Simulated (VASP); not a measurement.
# MgI2 (P-3m1) in VASP: a series of runs, part 2 of 2

VASP 6.6.1. The steps go on from the part before.

### Step 3. Electric field gradients, PBEsol (volume scaled by 0.96)

Input file INCAR:

```
SYSTEM = MgI2
  ALGO = Normal
  EDIFF = 1E-8
  ENCUT = 520
  GGA = PS
  ISIF = 2
  ISMEAR = -1
  LASPH = .True.
  LCHARG = .False.
  LEFG = .True.
  LREAL = .False.
  LWAVE = .False.
  NBANDS = 15
  NELM = 100
  PREC = Accurate
  SIGMA = 0.03
```

Input file KPOINTS:

```
k-points
0
Gamma
  7 7 4
  0 0 0
```

Input file POSCAR:

```
MgI2
1.0
    4.0975621570      0.0000000000      0.0000000000
   -2.0487810785      3.5485929215      0.0000000000
    0.0000000000      0.0000000000      6.7692589016
Mg I
1 2
Direct
    0.0000000000      0.0000000000      0.0000000000
    0.3333333333      0.6666666667      0.7576300000
    0.6666666667      0.3333333333      0.2423700000
```

Potentials or basis: VASP PAW PBE potentials, release 64 (Mg, I).

Command:

```
$ cat potpaw_PBE.64/Mg/POTCAR potpaw_PBE.64/I/POTCAR > POTCAR
$ mpirun -np 1 vasp_std > vasp.out
```

OUTCAR:

```text
SYSTEM = MgI2
   EDIFF = 1E-8
   ENCUT = 520
   GGA = PS
   ISIF = 2
   ISMEAR = -1
   LASPH = .True.
   LREAL = .False.
   NELM = 100
   PREC = Accurate

 ion  position               nearest neighbor table
   1  0.000  0.000  0.000-   2 2.88   3 2.88   2 2.88   3 2.88   3 2.88   2 2.88
   2  0.333  0.667  0.758-   1 2.88   1 2.88   1 2.88
   3  0.667  0.333  0.242-   1 2.88   1 2.88   1 2.88

  LATTYP: Found a hexagonal cell.
 ALAT       =     4.0975621570
 C/A-ratio  =     1.6520210413

  Lattice vectors:

 A1 = (   4.0975621570,   0.0000000000,   0.0000000000)
 A2 = (  -2.0487810785,   3.5485929215,   0.0000000000)
 A3 = (   0.0000000000,   0.0000000000,   6.7692589016)

Analysis of symmetry for initial positions (statically):
=====================================================================
 Subroutine PRICEL returns:
 Original cell was already a primitive cell.

 Routine SETGRP: Setting up the symmetry group for a
 hexagonal supercell.

 Subroutine GETGRP returns: Found 12 space group operations
 (whereof 12 operations were pure point group operations)
 out of a pool of 24 trial point group operations.
[... 9 lines left out ...]
 hexagonal supercell.

 Subroutine GETGRP returns: Found 12 space group operations
 (whereof 12 operations were pure point group operations)
 out of a pool of 24 trial point group operations.

The dynamic configuration has the point symmetry D_3d.

 Subroutine INISYM returns: Found 12 space group operations
 (whereof 12 operations are pure point group operations),
 and found     1 'primitive' translations

----------------------------------------------------------------------------------------

                                     Primitive cell

  volume of cell :      98.4290

  direct lattice vectors                    reciprocal lattice vectors
     4.097562157  0.000000000  0.000000000     0.244047549  0.140900918  0.000000000
    -2.048781078  3.548592922  0.000000000     0.000000000  0.281801836  0.000000000
     0.000000000  0.000000000  6.769258902     0.000000000  0.000000000  0.147726659

  length of vectors
     4.097562157  4.097562157  6.769258902     0.281801836  0.281801836  0.147726659

  position of ions in fractional coordinates (direct lattice)
     0.000000000  0.000000000  0.000000000
     0.333333333  0.666666667  0.757630000
     0.666666667  0.333333333  0.242370000

  ion indices of the primitive-cell ions
   primitive index   ion index
                 1           1
                 2           2
                 3           3

----------------------------------------------------------------------------------------

 KPOINTS: k-points

Automatic generation of k-mesh.
[... 75 lines left out ...]
   TEBEG  =    0.0;   TEEND  =   0.0 temperature during run
   PSTRESS=    0.0 pullay stress
   NELECT =      16.0000    total number of electrons
   NUPDOWN=      -1.0000    fix difference up-down
   EMIN   =  10.00;   EMAX   =-10.00  energy-range for DOS
   EFERMI =   0.00;   METHOD = LEGACY
   ISMEAR =    -1;   SIGMA  =   0.03  broadening in eV -4-tet -1-fermi 0-gaus
   EFERMI_NEDOS =   21; number of points for ismear=-14 and -15
   IALGO  =     38    algorithm
   IMIX   =      4    mixing-type and parameters
     AMIX     =   0.40;   BMIX     =  1.00
     AMIX_MAG =   1.60;   BMIX_MAG =  1.00
  volume/ion in A,a.u.               =      32.81       221.41
  Fermi-wavevector in a.u.,A,eV,Ry     =   0.893457  1.688390 10.861071  0.798266
  Thomas-Fermi vector in A             =   2.015537
   LORBIT       =      0    0 simple, 1 ext, 2 COOP (PROOUT), +10 PAW based schemes
   GGA     = PS    functional components
   LHFCALC =     F    Hartree Fock is set to
   AEXX    =    0.0000 exact exchange contribution
   IVDW    =     0    specifies the selected vdW correction
   LEPSILON=     F    determine dielectric tensor
   LRPA    =     F    only Hartree local field effects (RPA)
 non-spin polarized calculation
  energy-cutoff  :      520.00
  volume of cell :       98.43
 maximum number of plane-waves:      2683
   NGX = 15   NGY = 15   NGZ = 25

 number of electron      15.9999999 magnetization

 Free energy of the ion-electron system (eV)
  ---------------------------------------------------
  ext. energy  EPLUGINS =         0.00000000
  ---------------------------------------------------
  free energy    TOTEN  =        -8.40908556 eV

  energy without entropy =       -8.40908556  energy(sigma->0) =       -8.40908556

 E-fermi :   3.2104     XC(G=0):  -8.5450

 val. band max:        2.6296897543   @ k =   0.0000   0.0000   0.0000
 cond. band min:       6.1094384110   @ k =   0.4286   0.0000   0.2500
 fundamental gap:      3.4797486566
 Fermi energy:         3.2103673287

 k-point     1 :       0.0000    0.0000    0.0000
  band No.  band energies     occupation
      1      -9.7006      2.00000
      2      -8.8998      2.00000
      3      -1.1691      2.00000
      4       2.1087      2.00000
      5       2.1087      2.00000
      6       2.5335      2.00000
      7       2.5335      2.00000
      8       2.6297      2.00000
      9       6.3653      0.00000
     10       7.2532      0.00000
     11       9.2835      0.00000
     12       9.2835      0.00000
     13       9.9710      0.00000
     14      10.6790      0.00000
[... 401 lines left out ...]
      2      -8.7405      2.00000
      3      -1.2335      2.00000
      4      -0.7539      2.00000
      5       1.3285      2.00000
      6       1.3670      2.00000
      7       1.7166      2.00000
      8       1.8751      2.00000
      9       6.2135      0.00000
     10       7.6655      0.00000
     11       8.2784      0.00000
     12       8.6554      0.00000
     13      10.4101      0.00000
     14      12.4822      0.00000
     15      12.7736      0.00000

 [... further k-points ...]
[... 5 lines left out ...]
  --------------------------------------------------------------------------------------
  -------------------------------------------------------------------------------------
  Total        0.6201990      0.6201990      0.8334998      0.0000000     -0.0000000      0.0000000
  in kB       10.0952899     10.0952899     13.5672941      0.0000000     -0.0000000      0.0000000
  external PRESSURE =      11.2526246 kB  Pullay stress =       0.0000000 kB

 VOLUME and BASIS-vectors are now :
 -----------------------------------------------------------------------------
  energy-cutoff  :      520.00
  volume of cell :       98.43
      direct lattice vectors                 reciprocal lattice vectors
     4.097562157  0.000000000  0.000000000     0.244047549  0.140900918  0.000000000
    -2.048781078  3.548592922  0.000000000     0.000000000  0.281801836  0.000000000
     0.000000000  0.000000000  6.769258902     0.000000000  0.000000000  0.147726659

 POSITION                                       TOTAL-FORCE (eV/Angst)
 -----------------------------------------------------------------------------------
      0.00000      0.00000      0.00000         0.000000      0.000000      0.000000
     -0.00000      2.36573      5.12859         0.000000     -0.000000     -0.168806
      2.04878      1.18286      1.64067        -0.000000      0.000000      0.168806
 -----------------------------------------------------------------------------------
    total drift:                                0.000000     -0.000000     -0.000000

  FREE ENERGIE OF THE ION-ELECTRON SYSTEM (eV)
  ---------------------------------------------------
  free  energy   TOTEN  =        -8.4090855623 eV

  energy  without entropy=       -8.4090855623  energy(sigma->0) =       -8.40908556

 Electric field gradients (V/A^2)
---------------------------------------------------------------------
 ion       V_xx      V_yy      V_zz      V_xy      V_xz      V_yz
---------------------------------------------------------------------
   1      -0.115    -0.115     0.229     0.000     0.000    -0.000
   2      24.482    24.481   -48.963    -0.000    -0.000     0.000
   3      24.482    24.481   -48.963    -0.000    -0.000     0.000
---------------------------------------------------------------------

 Electric field gradients after diagonalization (V/A^2)
 (convention: |V_zz| > |V_xx| > |V_yy|)
----------------------------------------------------------------------
 ion       V_xx      V_yy      V_zz     asymmetry (V_yy - V_xx)/ V_zz
----------------------------------------------------------------------
   1      -0.115    -0.115     0.229       0.000
   2      24.482    24.481   -48.963       0.000
   3      24.482    24.481   -48.963       0.000
----------------------------------------------------------------------

           NMR quadrupolar parameters

 Cq : quadrupolar parameter    Cq=e*Q*V_zz/h
 eta: asymmetry parameters     (V_yy - V_xx)/ V_zz
 Q  : nuclear electric quadrupole moment in mb (millibarn)
----------------------------------------------------------------------
 ion       Cq(MHz)       eta       Q (mb)
----------------------------------------------------------------------
   1       0.001       0.000       1.000
   2      -0.118       0.000       1.000
   3      -0.118       0.000       1.000
----------------------------------------------------------------------
```

It took 25 s on 1 thread of Intel Xeon 6975P-C (Granite Rapids), shared host; peak memory 0.22 GiB.

Results:

```yaml
Free_energy: -8.4091 eV
Pressure: 1.1 GPa
Largest_force: 0.169 eV/Å
Band_gap_on_the_k_mesh: 3.48 eV, indirect (least direct gap 3.74 eV)
```

Forces on the atoms (eV/Å):
```
Mg   0.000  0.000  0.000
I    0.000  0.000 -0.169
I    0.000  0.000  0.169
```

Electric field gradients, principal values (V/Å²):
| atom | least | middle | greatest (by size) |
| --- | --- | --- | --- |
| 1 Mg | -0.115 | -0.115 | 0.229 |
| 2 I | 24.481 | 24.482 | -48.963 |
| 3 I | 24.481 | 24.482 | -48.963 |

Caveat: without QUAD_EFG the Cq values of the log hold for a quadrupole moment of 1 mb, not for the nuclei; the PAW data sets were made with another functional, which shifts forces and pressure a little; spin-orbit coupling is left out, which moves the levels of the heavy elements; this functional lacks dispersion, which binds the layers, so the pressure and a relaxed spacing across them are unreliable. A k mesh can miss the band edges.
